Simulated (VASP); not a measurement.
# Ge (I4_1/amd) in VASP: further runs, part 2 of 2

VASP 6.6.1. Earlier steps stand in the parts before.

## (4) Single point, r2SCAN

This run uses another cell than the first one, of 22.28 Å³/atom.

POSCAR

```
Ge
1.0
    2.7803396810      2.7803396810      0.0000000000
   -2.7803396810      2.7803396810      0.0000000000
    0.0000000000      0.0000000000      5.7650003546
Ge
4
Direct
    0.0000000000      0.0000000000      0.0000000000
    0.0000000000      0.5000000000      0.7500000000
    0.5000000000      0.0000000000      0.2500000000
    0.5000000000      0.5000000000      0.5000000000
```

INCAR.step1

```
SYSTEM = Ge
  PREC = Accurate
  ENCUT = 520
  ISMEAR = 0
  SIGMA = 0.01
  LREAL = .False.
  LASPH = .True.
  NELM = 80
  NBANDS = 36
  GGA = PE
  ALGO = Normal
  EDIFF = 1E-4
  LWAVE = .True.
  LCHARG = .False.
```

INCAR.step2

```
SYSTEM = Ge
  PREC = Accurate
  ENCUT = 520
  EDIFF = 1E-7
  ISMEAR = 0
  SIGMA = 0.01
  LREAL = .False.
  LASPH = .True.
  NELM = 80
  ALGO = Normal
  ISIF = 2
  LWAVE = .False.
  LCHARG = .False.
  METAGGA = R2SCAN
  LMIXTAU = .True.
  NBANDS = 36
  ISTART = 1
```

KPOINTS

```
Automatic mesh
0
Gamma
  8 8 6
  0.5 0.5 0.5
```

Potentials or basis: VASP PAW PBE potentials, release 64 (Ge_d).

Started as:

```bash
$ cat potpaw_PBE.64/Ge_d/POTCAR > POTCAR
$ cp INCAR.step1 INCAR
$ mpirun -np 1 vasp_std > vasp.out
$ cp INCAR.step2 INCAR
$ mpirun -np 1 vasp_std > vasp.out
```

OUTCAR:

```text
SYSTEM = Ge
   PREC = Accurate
   ENCUT = 520
   EDIFF = 1E-7
   ISMEAR = 0
   LREAL = .False.
   LASPH = .True.
   NELM = 80
   ISIF = 2
   METAGGA = R2SCAN
   ISTART = 1

 ion  position               nearest neighbor table
   1  0.000  0.000  0.000-   2 2.44   3 2.44   2 2.44   3 2.44
   2  0.000  0.500  0.750-   1 2.44   4 2.44   1 2.44   4 2.44
   3  0.500  0.000  0.250-   1 2.44   4 2.44   4 2.44   1 2.44
   4  0.500  0.500  0.500-   2 2.44   3 2.44   3 2.44   2 2.44

  LATTYP: Found a simple tetragonal cell.
 ALAT       =     3.9319940849
 C/A-ratio  =     1.4661772704

  Lattice vectors:

 A1 = (   2.7803396810,   2.7803396810,   0.0000000000)
 A2 = (  -2.7803396810,   2.7803396810,   0.0000000000)
 A3 = (   0.0000000000,   0.0000000000,   5.7650003546)

Analysis of symmetry for initial positions (statically):
=====================================================================
 Subroutine PRICEL returns following result:

  LATTYP: Found a body centered tetragonal cell.
 ALAT       =     3.9319940849
 C/A-ratio  =     1.4661772704

  Lattice vectors:

 A1 = (   2.7803396810,   0.0000000000,  -2.8825001773)
 A2 = (  -2.7803396810,   0.0000000000,  -2.8825001773)
 A3 = (   0.0000000000,   2.7803396810,   2.8825001773)

   2 primitive cells build up your supercell.

 Routine SETGRP: Setting up the symmetry group for a
 simple tetragonal supercell.

 Subroutine GETGRP returns: Found 16 space group operations
 (whereof  8 operations were pure point group operations)
 out of a pool of 16 trial point group operations.

The static configuration has the point symmetry D_2d.
 The point group associated with its full space group is D_4h.

Analysis of symmetry for dynamics (positions and initial velocities):
=====================================================================
 Subroutine PRICEL returns following result:

  LATTYP: Found a body centered tetragonal cell.
 ALAT       =     3.9319940849
 C/A-ratio  =     1.4661772704

  Lattice vectors:
[... 128 lines left out ...]
   EMIN   =  10.00;   EMAX   =-10.00  energy-range for DOS
   EFERMI =   0.00;   METHOD = LEGACY
   ISMEAR =     0;   SIGMA  =   0.01  broadening in eV -4-tet -1-fermi 0-gaus
   EFERMI_NEDOS =   21; number of points for ismear=-14 and -15
   IALGO  =     38    algorithm
   IMIX   =      4    mixing-type and parameters
     AMIX     =   0.40;   BMIX     =  1.00
     AMIX_MAG =   1.60;   BMIX_MAG =  1.00
  volume/ion in A,a.u.               =      22.28       150.37
  Fermi-wavevector in a.u.,A,eV,Ry     =   1.402154  2.649688 26.749555  1.966037
  Thomas-Fermi vector in A             =   2.524944
   LORBIT       =      0    0 simple, 1 ext, 2 COOP (PROOUT), +10 PAW based schemes
   METAGGA = R2SCAN    functional components
   LHFCALC =     F    Hartree Fock is set to
   AEXX    =    0.0000 exact exchange contribution
   IVDW    =     0    specifies the selected vdW correction
   LEPSILON=     F    determine dielectric tensor
   LRPA    =     F    only Hartree local field effects (RPA)
 non-spin polarized calculation
 Gauss-broadening in eV      SIGMA  =   0.01
  energy-cutoff  :      520.00
  volume of cell :       89.13
 maximum number of plane-waves:      2416
 NGX is ok and might be reduce to    30
   NGX = 15   NGY = 15   NGZ = 21

 number of electron      56.0000070 magnetization

 Free energy of the ion-electron system (eV)
  ---------------------------------------------------
  ext. energy  EPLUGINS =         0.00000000
  ---------------------------------------------------
  free energy    TOTEN  =       -55.46165271 eV

  energy without entropy =      -55.46165271  energy(sigma->0) =      -55.46165271

 E-fermi :   4.8398     XC(G=0): -10.9047

 val. band max:        4.7430996807   @ k =   0.0625   0.0625   0.0833
 cond. band min:       5.7759452065   @ k =   0.4375   0.4375   0.0833
 fundamental gap:      1.0328455258
 Fermi energy:         4.8397931504

 k-point     1 :       0.0625    0.0625    0.0833
  band No.  band energies     occupation
      1     -20.6048      2.00000
      2     -20.6048      2.00000
      3     -20.5666      2.00000
      4     -20.5653      2.00000
      5     -20.5567      2.00000
      6     -20.5219      2.00000
[... 925 lines left out ...]
     35      12.7903      0.00000
     36      13.0291      0.00000

 [... further k-points ...]
[... 5 lines left out ...]
  --------------------------------------------------------------------------------------
  -------------------------------------------------------------------------------------
  Total        1.6989515      1.6989515     -0.0424637      0.0000000     -0.0000000      0.0000000
  in kB       30.5398232     30.5398232     -0.7633145      0.0000000     -0.0000000      0.0000000
  external PRESSURE =      20.1054440 kB  Pullay stress =       0.0000000 kB

 VOLUME and BASIS-vectors are now :
 -----------------------------------------------------------------------------
  energy-cutoff  :      520.00
  volume of cell :       89.13
      direct lattice vectors                 reciprocal lattice vectors
     2.780339681  2.780339681  0.000000000     0.179834142  0.179834142  0.000000000
    -2.780339681  2.780339681  0.000000000    -0.179834142  0.179834142  0.000000000
     0.000000000  0.000000000  5.765000355     0.000000000  0.000000000  0.173460527

 POSITION                                       TOTAL-FORCE (eV/Angst)
 -----------------------------------------------------------------------------------
      0.00000      0.00000      0.00000        -0.000000      0.000000     -0.000000
     -1.39017      1.39017      4.32375         0.000000     -0.000000     -0.000000
      1.39017      1.39017      1.44125        -0.000000     -0.000000      0.000000
      0.00000      2.78034      2.88250         0.000000      0.000000     -0.000000
 -----------------------------------------------------------------------------------
    total drift:                               -0.000000      0.000000      0.000000

  FREE ENERGIE OF THE ION-ELECTRON SYSTEM (eV)
  ---------------------------------------------------
  free  energy   TOTEN  =       -55.4616527100 eV

  energy  without entropy=      -55.4616527100  energy(sigma->0) =      -55.46165271
```

OUTCAR.step1:

```text
SYSTEM = Ge
   PREC = Accurate
   ENCUT = 520
   ISMEAR = 0
   LREAL = .False.
   LASPH = .True.
   NELM = 80
[... 1185 lines left out ...]
     -1.39017      1.39017      4.32375        -0.000000     -0.000000      0.000000
      1.39017      1.39017      1.44125        -0.000000     -0.000000     -0.000000
      0.00000      2.78034      2.88250        -0.000000      0.000000      0.000000
 -----------------------------------------------------------------------------------
    total drift:                               -0.000000      0.000000      0.000000

  FREE ENERGIE OF THE ION-ELECTRON SYSTEM (eV)
  ---------------------------------------------------
  free  energy   TOTEN  =       -17.9728430010 eV

  energy  without entropy=      -17.9728430010  energy(sigma->0) =      -17.97284300
```

Run time: 4.1 min. Hardware: 1 thread of Intel Xeon Platinum 8124M at 3.00GHz (Skylake/Cascade Lake), shared host; peak memory 0.24 GiB.

Results:

- Free energy: -55.4617 eV
- Pressure: 2.0 GPa
- Band gap on the k mesh: 1.03 eV

Caveat: the PAW data sets were made with another functional, which shifts forces and pressure a little; a shifted mesh leaves out Γ, where band edges can lie. A k mesh can miss the band edges.

## (5) Single point, r2SCAN

This run uses another cell than the first one, of 22.56 Å³/atom.

POSCAR

```
Ge
1.0
    2.8087104941      2.8087104941      0.0000000000
   -2.8087104941      2.8087104941      0.0000000000
    0.0000000000      0.0000000000      5.7197155429
Ge
4
Direct
    0.0000000000      0.0000000000      0.0000000000
    0.0000000000      0.5000000000      0.7500000000
    0.5000000000      0.0000000000      0.2500000000
    0.5000000000      0.5000000000      0.5000000000
```

INCAR.step1

```
PREC = Accurate
ENCUT = 520
ISMEAR = 0
SIGMA = 0.01
LREAL = F
LASPH = T
NELM = 60
NBANDS = 36
GGA = PE
ALGO = Normal
EDIFF = 1E-4
LWAVE = T
LCHARG = F
```

INCAR.step2

```
PREC = Accurate
ENCUT = 520
EDIFF = 1E-6
ISMEAR = 0
SIGMA = 0.01
LREAL = F
LASPH = T
NELM = 60
ALGO = Normal
ISIF = 2
LWAVE = F
LCHARG = F
METAGGA = R2SCAN
LMIXTAU = T
NBANDS = 36
ISTART = 1
```

KPOINTS is that of step 4.

Potentials or basis: VASP PAW PBE potentials, release 64 (Ge_d).

Started as:

```bash
$ cat potpaw_PBE.64/Ge_d/POTCAR > POTCAR
$ cp INCAR.step1 INCAR
$ mpirun -np 1 vasp_std > vasp.out
$ cp INCAR.step2 INCAR
$ mpirun -np 1 vasp_std > vasp.out
```

OUTCAR:

```text
PREC = Accurate
   ENCUT = 520
   EDIFF = 1E-6
   ISMEAR = 0
   LREAL = F
   LASPH = T
   NELM = 60
   ISIF = 2
   METAGGA = R2SCAN
   ISTART = 1

 ion  position               nearest neighbor table
   1  0.000  0.000  0.000-   2 2.45   3 2.45   2 2.45   3 2.45
   2  0.000  0.500  0.750-   1 2.45   4 2.45   1 2.45   4 2.45
   3  0.500  0.000  0.250-   1 2.45   4 2.45   4 2.45   1 2.45
   4  0.500  0.500  0.500-   2 2.45   3 2.45   3 2.45   2 2.45

  LATTYP: Found a simple tetragonal cell.
 ALAT       =     3.9721164735
 C/A-ratio  =     1.4399667233

  Lattice vectors:

 A1 = (   2.8087104941,   2.8087104941,   0.0000000000)
 A2 = (  -2.8087104941,   2.8087104941,   0.0000000000)
 A3 = (   0.0000000000,   0.0000000000,   5.7197155429)

Analysis of symmetry for initial positions (statically):
=====================================================================
 Subroutine PRICEL returns following result:

  LATTYP: Found a body centered tetragonal cell.
 ALAT       =     3.9721164735
[... 185 lines left out ...]
 Free energy of the ion-electron system (eV)
  ---------------------------------------------------
  ext. energy  EPLUGINS =         0.00000000
  ---------------------------------------------------
  free energy    TOTEN  =       -55.48814140 eV

  energy without entropy =      -55.48814140  energy(sigma->0) =      -55.48814140

 E-fermi :   4.7328     XC(G=0): -10.8387

 val. band max:        4.6632740869   @ k =   0.0625   0.0625   0.0833
 cond. band min:       5.7067998952   @ k =   0.4375   0.0625   0.4167
 fundamental gap:      1.0435258083
 Fermi energy:         4.7327733208

 k-point     1 :       0.0625    0.0625    0.0833
  band No.  band energies     occupation
      1     -20.7060      2.00000
      2     -20.7060      2.00000
      3     -20.6713      2.00000
      4     -20.6692      2.00000
      5     -20.6644      2.00000
      6     -20.6243      2.00000
[... 925 lines left out ...]
     35      12.6389      0.00000
     36      12.8647      0.00000

 [... further k-points ...]
[... 5 lines left out ...]
  --------------------------------------------------------------------------------------
  -------------------------------------------------------------------------------------
  Total        0.8582459      0.8582459      0.0241810      0.0000000      0.0000000      0.0000000
  in kB       15.2371564     15.2371564      0.4293058      0.0000000      0.0000000      0.0000000
  external PRESSURE =      10.3012062 kB  Pullay stress =       0.0000000 kB

 VOLUME and BASIS-vectors are now :
 -----------------------------------------------------------------------------
  energy-cutoff  :      520.00
  volume of cell :       90.24
      direct lattice vectors                 reciprocal lattice vectors
     2.808710494  2.808710494  0.000000000     0.178017635  0.178017635  0.000000000
    -2.808710494  2.808710494  0.000000000    -0.178017635  0.178017635  0.000000000
     0.000000000  0.000000000  5.719715543     0.000000000  0.000000000  0.174833869

 POSITION                                       TOTAL-FORCE (eV/Angst)
 -----------------------------------------------------------------------------------
      0.00000      0.00000      0.00000         0.000000      0.000000     -0.000000
     -1.40436      1.40436      4.28979        -0.000000     -0.000000      0.000000
      1.40436      1.40436      1.42993         0.000000      0.000000      0.000000
      0.00000      2.80871      2.85986        -0.000000     -0.000000     -0.000000
 -----------------------------------------------------------------------------------
    total drift:                               -0.000000      0.000000      0.000000

  FREE ENERGIE OF THE ION-ELECTRON SYSTEM (eV)
  ---------------------------------------------------
  free  energy   TOTEN  =       -55.4881413967 eV

  energy  without entropy=      -55.4881413967  energy(sigma->0) =      -55.48814140
```

OSZICAR.step1:

```text
N       E                     dE             d eps       ncg     rms          rms(c)
DAV:   1     0.495590713636E+03    0.49559E+03   -0.28196E+04  2500   0.430E+03
DAV:   2     0.672903101031E+02   -0.42830E+03   -0.41688E+03  2160   0.821E+02
DAV:   3    -0.136722147364E+02   -0.80963E+02   -0.79918E+02  2360   0.205E+02
DAV:   4    -0.181044251198E+02   -0.44322E+01   -0.44212E+01  2568   0.563E+01
DAV:   5    -0.181904114244E+02   -0.85986E-01   -0.85970E-01  2380   0.885E+00    0.456E+00
DAV:   6    -0.180739553411E+02    0.11646E+00   -0.63739E-02  2380   0.193E+00    0.270E+00
DAV:   7    -0.180120298226E+02    0.61926E-01   -0.10570E-01  2324   0.224E+00    0.194E-01
DAV:   8    -0.180153935961E+02   -0.33638E-02   -0.12194E-02  2416   0.101E+00    0.763E-02
DAV:   9    -0.180160379278E+02   -0.64433E-03   -0.73871E-04  1852   0.141E-01    0.185E-02
DAV:  10    -0.180160566053E+02   -0.18677E-04   -0.52301E-05  1800   0.764E-02
   1 F= -.18016057E+02 E0= -.18016057E+02  d E =-.206557E-24
```

Wall time 4.3 min (1 thread of Intel Xeon Platinum 8124M at 3.00GHz (Skylake/Cascade Lake), shared host); peak memory 0.24 GiB.

What came out:

```
Free energy            : -55.4881 eV
Pressure               : 1.0 GPa
Band gap on the k mesh : 1.04 eV
```

Caveat: the PAW data sets were made with another functional, which shifts forces and pressure a little; a shifted mesh leaves out Γ, where band edges can lie. A k mesh can miss the band edges.

## (6) Summary

```csv
cell,gap on the mesh (eV),pressure (GPa)
"a = 4.052, b = 4.052, c = 5.637 Å, 4 atoms",0.88,-0.8
"a = 3.932, b = 3.932, c = 5.759 Å, 4 atoms",1.03,2.1
"a = 3.932, b = 3.932, c = 5.765 Å, 4 atoms",1.03,2.0
"a = 3.972, b = 3.972, c = 5.720 Å, 4 atoms",1.04,1.0
```

Alike in all rows: task single point; level r2SCAN; potentials or basis VASP PAW PBE potentials, release 64 (Ge_d); no spin polarisation; k mesh 8 × 8 × 6, shifted; cutoff (eV) 520; smearing gaussian 0.01 eV.

Caveats: the PAW data sets were made with another functional, which shifts forces and pressure a little; a shifted mesh leaves out Γ, where band edges can lie.

Total energies depend on the potentials used, so only differences within one code and one set of settings carry meaning.
